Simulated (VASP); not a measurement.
Zn: relaxation of cell and atoms with LDA

The system is Zn.

```xyz
1
Lattice="2.4281 0.0000 0.0000 -1.2140 2.1028 0.0000 0.0000 0.0000 2.5877" Properties=species:S:1:pos:R:3 pbc="T T T"
Zn    0.0000    0.0000    0.0000
```

| Property | Result |
| --- | --- |
| Program | VASP 6.6.1 |
| Task | relaxation of cell and atoms |
| Functional | LDA |
| Potentials or basis | VASP PAW LDA potentials, release 64 (Zn) |
| Cutoff | 600 eV |
| k mesh | 18 × 18 × 16 |
| Occupations | fermi-dirac, width 0.1 eV |
| Spin | no spin polarisation |
| Target pressure | 15 GPa |
| Dipole correction | no |
| Further INCAR settings | ALGO = Normal; EDIFF = 1e-07; IBRION = 2; EDIFFG = -0.005; NSW = 32; ISIF = 3 |

```
Relaxed volume                                         : 13.28 Å³/atom
Relaxed cell                                           : a = 2.433 Å, b = 2.433 Å, c = 2.590 Å, α = 90.00°, β = 90.00°, γ = 120.00°
Space group after relaxing (to 0.05 Å)                 : P6/mmm (No. 191)
Energy change on relaxing (the enthalpy is what falls) : -6.4 meV/atom
Ionic steps                                            : 4
Pressure after relaxing                                : 15.0 GPa
Band gap on the k mesh                                 : zero (band 6 reaches 8.81 eV, above the bottom of band 7 at -0.50 eV)
```

Stress tensor (GPa, compression positive):
```
15.05  0.00  0.00
 0.00 15.05  0.00
 0.00  0.00 14.94
```

The path:
| step | energy change (eV) | largest force (eV/Å) | pressure (GPa) | volume (Å³) |
| --- | --- | --- | --- | --- |
| 1 | 0.0000 | 0.0000 | 15.83 | 13.21 |
| 2 | -0.0123 | 0.0000 | 14.27 | 13.34 |
| 3 | -0.0066 | 0.0000 | 14.98 | 13.28 |
| 4 | -0.0064 | 0.0000 | 15.02 | 13.28 |

Final structure:
```yaml
crystal:
  lattice:
    - [2.43301, 0.00000, 0.00000]
    - [-1.21651, 2.10705, 0.00000]
    - [0.00000, 0.00000, 2.59028]
  atoms:
    - { symbol: Zn, position: [0.00000, 0.00000, 0.00000] }
```

Levels at points of the mesh, in eV from the Fermi level:
```tsv
k point	band 3	band 4	band 5	band 6	band 7	band 8	band 9	band 10
(0.00, 0.00, 0.00)	-8.32	-8.32	-7.39	-7.39	10.22	14.87	21.89	21.89
(0.50, 0.00, 0.00)	-8.19	-7.55	-7.09	-3.24	-0.48	13.24	17.57	18.58
(0.00, 0.00, 0.50)	-8.25	-7.66	-7.66	-4.89	-4.39	25.55	27.52	27.52
(0.50, 0.00, 0.50)	-7.90	-7.16	-7.07	0.76	2.76	5.40	7.33	17.75
```

It took 42 s on 1 thread of Intel(R) Xeon(R) Platinum 8559C (Emerald Rapids), on a shared host, peak memory 0.17 GiB.

Caveat: the cell is relaxed towards a set pressure, so the enthalpy falls and the energy may rise.
